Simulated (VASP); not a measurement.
Ir:

```xyz
2
Lattice="5.0293 0.0000 0.0000 -2.5146 4.3555 0.0000 0.0000 0.0000 2.9060" Properties=species:S:1:pos:R:3 pbc="T T T"
Ir    0.0000    2.9036    1.4530
Ir    2.5146    1.4518    1.4530
```

```yaml
Program: VASP 6.6.1
Task: relaxation of cell and atoms
Functional: PBE
Potentials_or_basis: VASP PAW PBE potentials, release 64 (Ir)
Cutoff: 600 eV
k_mesh: 6 × 6 × 6
Occupations: gaussian, width 0.1 eV
Spin: no spin polarisation
```

At the start: pressure -27.0 GPa; volume 31.83 Å³/atom.

Problem. How do energy, volume and symmetry change on relaxing?

Solution. Over 13 steps the energy falls by 1576.7 meV/atom and the volume is 20.30 Å³/atom (-36.2 %); space group P6/mmm (No. 191, to 0.05 Å).

The path:
```tsv
step	energy change (eV)	largest force (eV/Å)	pressure (GPa)	volume (Å³)
1	0.0000	0.0000	-27.03	63.66
2	5.1186	0.0000	257.87	25.89
3	-1.6182	0.0000	-26.34	54.10
4	-2.5071	0.0000	-20.69	48.16
5	-2.8329	0.0000	20.69	37.62
6	-3.0362	0.0000	-4.83	42.10
7	-3.0507	0.0000	-0.91	41.20
8	-3.0499	0.0000	0.91	40.82
9	-2.8390	0.0000	14.84	38.43
10	-3.1455	0.0000	2.99	40.02
11	-3.1463	0.0000	3.30	39.94
12	-3.1280	0.0000	-5.75	41.89
13	-3.1534	0.0000	-0.10	40.59
```

Final structure:
```
CELL_PARAMETERS angstrom
4.26798 0.00000 0.00000
-2.13399 3.69618 0.00000
0.00000 0.00000 2.57322
ATOMIC_POSITIONS crystal
Ir 0.33333 0.66667 0.50000
Ir 0.66667 0.33333 0.50000
```

Caveat: the k points lie up to 0.41 Å⁻¹ apart in the final cell; the volume moved by over 15 % at a fixed basis, so the end points are rough.
